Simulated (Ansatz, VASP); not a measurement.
# One calculation of SrO, two programs

```xyz
2
Lattice="0.0000 2.8846 2.0394 2.8846 0.0000 2.0394 2.8846 2.8846 0.0000" Properties=species:S:1:pos:R:3 pbc="T T T"
Sr    0.0000    0.0000    0.0000
O     2.8846    2.8846    2.0394
```

Alike in both runs: task single point; functional r2SCAN; k mesh 8 × 8 × 8; occupations gaussian, width 0.05 eV; no spin polarisation.

```csv
,VASP,Ansatz
version,VASP 6.6.1,Ansatz 0.2.0
potentials or method,"VASP PAW PBE potentials, release 64 (Sr_sv, O), cutoff 520 eV","scalar-relativistic, plane waves, PAW"
valence electrons in the cell,16,16
```

```csv
,VASP,Ansatz,Ansatz less VASP
gap on the k mesh at the Fermi level (eV),0.40,0.47,+0.071
least direct gap on the mesh (eV),0.45,0.55,+0.099
```

VASP's potentials were made for PBE, not for r2SCAN.
